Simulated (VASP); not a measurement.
Crystal: BN.

```
B N
1.0
     0.00000    1.80482    1.80482
     1.80482    0.00000    1.80482
     1.80482    1.80482    0.00000
B N
1 1
Direct
  0.00000 0.00000 0.00000
  0.75000 0.75000 0.75000
```

Base run:

| Item | Value |
| --- | --- |
| Program | VASP 6.6.1 |
| Functional | PBE |
| Potentials or basis | VASP PAW PBE potentials, release 64 (B, N) |
| Cutoff | 520 eV |
| k mesh | 8 × 8 × 8 |
| Occupations | gaussian, width 0.01 eV |
| Spin | no spin polarisation |

Its results: band gap on the k mesh 4.46 eV, indirect (least direct gap 8.84 eV); pressure 5.0 GPa.

Q: The run is repeated on the same cell with these changes: functional from PBE to HSE06. What comes out?

A: Band gap on the k mesh 5.78 eV, indirect (least direct gap 10.57 eV); pressure -3.9 GPa.

HSE06 gives the wider gap, since exact exchange removes part of the self-interaction.

Caveats: the PAW data sets were made with another functional, which shifts forces and pressure a little (some runs).

A k mesh can miss the band edges.
